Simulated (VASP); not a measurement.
Here is a VASP 6.6.1 calculation.

The input POSCAR:

```
Ir
1.0
    0.0000000000      1.9156000000      1.9156000000
    1.9156000000      0.0000000000      1.9156000000
    1.9156000000      1.9156000000      0.0000000000
Ir
1
Direct
    0.0000000000      0.0000000000      0.0000000000
```

INCAR.step1

```
PREC = Accurate
ENCUT = 620
ISMEAR = -1
SIGMA = 0.05
LREAL = False
LASPH = True
NELM = 120
NBANDS = 14
GGA = PE
ALGO = Normal
EDIFF = 1E-5
LWAVE = True
LCHARG = False
GGA_COMPAT = False
```

File INCAR.step2:

```
PREC = Accurate
ENCUT = 620
EDIFF = 1E-6
ISMEAR = -1
SIGMA = 0.05
LREAL = False
LASPH = True
NELM = 120
ALGO = Normal
ISIF = 2
LWAVE = False
LCHARG = False
METAGGA = R2SCAN
LMIXTAU = True
NBANDS = 14
ISTART = 1
GGA_COMPAT = False
```

KPOINTS

```
Automatic mesh
0
Gamma
  13 13 13
```

Potentials or basis: VASP PAW PBE potentials, release 64 (Ir_sv_GW).

Run with:

```bash
$ cat potpaw_PBE.64/Ir_sv_GW/POTCAR > POTCAR
$ cp INCAR.step1 INCAR
$ mpirun -np 1 vasp_std > vasp.out
$ cp INCAR.step2 INCAR
$ mpirun -np 1 vasp_std > vasp.out
```

Task: Predict the band gap on the k mesh.

Result: Zero (an odd number of electrons rules out a gap without spin polarisation).

Task: What does it give for the pressure?

Result: 3.3 GPa.

Caveat: the cell stands under pressure; the PAW data sets were made with another functional, which shifts forces and pressure a little; spin-orbit coupling is left out, which moves the levels of the heavy elements.
